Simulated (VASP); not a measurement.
## SiC: single point with PBEsol

Crystal: SiC.

```
CELL_PARAMETERS angstrom
3.22170 0.00000 0.00000
-1.61085 2.79007 0.00000
0.00000 0.00000 10.34450
ATOMIC_POSITIONS crystal
Si 0.66667 0.33333 0.93783
Si 0.33333 0.66667 0.43783
Si 0.00000 0.00000 0.68790
Si 0.00000 0.00000 0.18790
C 0.66667 0.33333 0.74982
C 0.33333 0.66667 0.24982
C 0.00000 0.00000 0.50045
C 0.00000 0.00000 0.00045
```

```json
{
  "Program": "VASP 6.6.1",
  "Task": "single point",
  "Functional": "PBEsol",
  "Potentials or basis": "VASP PAW PBE potentials, release 64 (Si, C)",
  "Cutoff": "520 eV",
  "k mesh": "12 × 12 × 4",
  "Occupations": "gaussian, width 0.05 eV",
  "Spin": "no spin polarisation"
}
```

* Pressure: -20.4 GPa
* Largest force: 0.115 eV/Å
* Band gap on the k mesh: 2.05 eV, indirect (least direct gap 3.11 eV)

Forces in eV/Å, atoms in the order of the input:
```
Si   0.000  0.000  0.111
Si   0.000  0.000  0.111
Si   0.000  0.000  0.085
Si   0.000  0.000  0.085
C    0.000  0.000 -0.115
C    0.000  0.000 -0.115
C    0.000  0.000 -0.081
C    0.000  0.000 -0.081
```

Stress tensor (GPa, compression positive):
```
-23.10   0.00   0.00
  0.00 -23.10   0.00
  0.00   0.00 -14.92
```

Levels at points of the mesh, in eV from the valence-band top:
```csv
k point,band 12,band 13,band 14,band 15,band 16,band 17,band 18,band 19,band 20,band 21
"(0.00, 0.00, 0.00)",-0.64,-0.64,-0.02,-0.02,0.00,3.79,4.40,4.94,5.02,6.07
"(0.50, 0.00, 0.00)",-2.29,-2.27,-2.03,-1.46,-1.05,2.05,2.11,3.69,4.05,4.76
"(0.00, 0.00, 0.50)",-1.10,-0.24,-0.24,-0.24,-0.24,4.01,4.01,5.35,5.35,6.23
"(0.50, 0.00, 0.50)",-2.90,-2.34,-2.34,-1.48,-1.48,2.38,2.38,3.85,3.85,5.33
```

Wall time 2.1 min on 1 thread of Intel(R) Xeon(R) Platinum 8488C (Sapphire Rapids), on a shared host, peak memory 0.25 GiB.

Caveat: the PAW data sets were made with another functional, which shifts forces and pressure a little. A k mesh can miss the band edges.
